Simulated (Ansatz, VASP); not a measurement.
**Re: VASP beside Ansatz**

The input INCAR:

```
SYSTEM = Re
  ALGO = Normal
  EDIFF = 1E-6
  ENCUT = 520
  GGA = PE
  ISIF = 2
  ISMEAR = 0
  LASPH = .True.
  LCHARG = .False.
  LREAL = .False.
  LWAVE = .False.
  NBANDS = 14
  NELM = 100
  PREC = Accurate
  SIGMA = 0.1
```

The input KPOINTS:

```
k-points
0
Gamma
  8 8 6
  0 0 0
```

File POSCAR:

```
Re
1.0
    1.2951377040     -3.7706955642      0.0000000000
    1.2951377040      3.7706955642      0.0000000000
   -0.1099883755      0.0000000000      3.1183788104
Re
2
Direct
    0.8690000000      0.1310000000      0.2500000000
    0.1310000000      0.8690000000      0.7500000000
```

Input for Ansatz:

```yaml
crystal:
  lattice:
    - [1.295137704, -3.7706955642, 0.0]
    - [1.295137704, 3.7706955642, 0.0]
    - [-0.1099883755, 0.0, 3.1183788104]
  atoms:
    - { symbol: Re, position: [0.869, 0.131, 0.25] }
    - { symbol: Re, position: [0.131, 0.869, 0.75] }
basis:
  ecutwfc: 420
kpoints:
  mp_grid: { grid: [8, 8, 6] }
hamiltonian:
  xc: pbe
scf:
  occupations: { method: gaussian, width: 0.1 }
  lower_state_search: "off"
output:
  forces: true
  stress: true
  eigenvalues: true
```

Alike in both runs: task single point; functional PBE; k mesh 8 × 8 × 6; occupations gaussian, width 0.1 eV; no spin polarisation.

```csv
,VASP,Ansatz
version,VASP 6.6.1,Ansatz 0.2.0
potentials or method,"VASP PAW PBE potentials, release 64 (Re), cutoff 520 eV","scalar-relativistic, plane waves, PAW"
valence electrons in the cell,14,30
```

VASP gave:

| Property | Result |
| --- | --- |
| gap on the k mesh at the Fermi level (eV) | none |
| pressure (GPa) | 18.9 |
| traceless stress, the component that is largest in VASP (GPa) | -28.43 |
| rms of the force components (eV/Å) | 0.329 |

Question: Estimate Ansatz's values.

Answer: gap on the k mesh at the Fermi level (eV): none; pressure (GPa): 19.5; traceless stress, the component that is largest in VASP (GPa): -28.60; rms of the force components (eV/Å): 0.398.

Atom by atom the forces differ by 0.070 eV/Å (rms over components). A gap of «none» marks a metal or a gap that the smearing closes. VASP's potentials hold 14 valence electrons a cell and Ansatz's 30, so a difference there can come from the potentials and not from the codes.

Neither program's run includes spin-orbit coupling.
